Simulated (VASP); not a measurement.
A run of VASP 6.6.1 is set up as follows.

INCAR

```
PREC = Accurate
ENCUT = 520
EDIFF = 1E-7
ISMEAR = -1
SIGMA = 0.1
LREAL = F
LASPH = T
NELM = 80
ALGO = Normal
ISIF = 2
LWAVE = F
LCHARG = T
GGA = RP
LELF = T
LVHAR = T
NBANDS = 19
```

KPOINTS

```
regular mesh
0
Gamma
  20 20 11
```

File POSCAR:

```
Ti
1.0
    3.0819382704      0.0000000000      0.0000000000
   -1.5409691352      2.6690368351      0.0000000000
    0.0000000000      0.0000000000      4.8815674340
Ti
2
Direct
    0.3333333333      0.6666666667      0.2500000000
    0.6666666667      0.3333333333      0.7500000000
```

Potentials or basis: VASP PAW PBE potentials, release 64 (Ti_sv).

Launch:

```sh
$ cat potpaw_PBE.64/Ti_sv/POTCAR > POTCAR
$ mpirun -np 1 vasp_std > vasp.out
```

Task: What does it give for the band gap on the k mesh?

Result: Zero (band 12 reaches 7.70 eV, above the bottom of band 13 at 6.69 eV).

Task: Estimate the pressure.

Result: -9.7 GPa.

Stress tensor (GPa, compression positive):
```
-9.68  0.00  0.00
 0.00 -9.68  0.00
 0.00  0.00 -9.79
```

Caveat: the PAW data sets were made with another functional, which shifts forces and pressure a little.
